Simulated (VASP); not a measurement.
Write the native input for VASP 6.6.1 that does the following.

* Task: single point
* Functional: PBE
* Dispersion: D4
* Potentials or basis: VASP PAW PBE potentials, release 64 (W_sv, Au)
* Cutoff: 520 eV
* k mesh: 8 × 8 × 8
* Occupations: fermi-dirac, width 0.05 eV
* Spin: no spin polarisation
* Dipole correction: no
* Further INCAR settings: ALGO = Fast; EDIFF = 1e-06; NBANDS = 20

The structure of WAu lies in POSCAR:

```
WAu
1.0
    0.0000000000      2.8828072834      2.8828072834
    2.8828072834      0.0000000000      2.8828072834
    2.8828072834      2.8828072834      0.0000000000
W Au
1 1
Direct
    0.0000000000      0.0000000000      0.0000000000
    0.7500000000      0.7500000000      0.7500000000
```

The input as run:

INCAR

```
PREC = Accurate ; ENCUT = 520
EDIFF = 1E-6 ; ISMEAR = -1
SIGMA = 0.05 ; LREAL = F
LASPH = T ; NELM = 100
ALGO = Fast ; ISIF = 2
LWAVE = F ; LCHARG = F
GGA = PE ; IVDW = 13
NBANDS = 20
```

KPOINTS

```
regular mesh
0
Gamma
  8 8 8
```

Potentials or basis: VASP PAW PBE potentials, release 64 (W_sv, Au).

Run with:

```sh
$ cat potpaw_PBE.64/W_sv/POTCAR potpaw_PBE.64/Au/POTCAR > POTCAR
$ mpirun -np 1 vasp_std > vasp.out
```

Results of the run:

* Pressure: 0.1 GPa
* Dispersion energy per atom: -0.569 eV

Caveat: pairwise dispersion overbinds metals, which lowers pressure and volume.

Run time: 36 s on 1 thread of Intel(R) Xeon(R) Platinum 8259CL CPU @ 2.50GHz (Skylake/Cascade Lake) (shared host), peak memory 0.18 GiB.
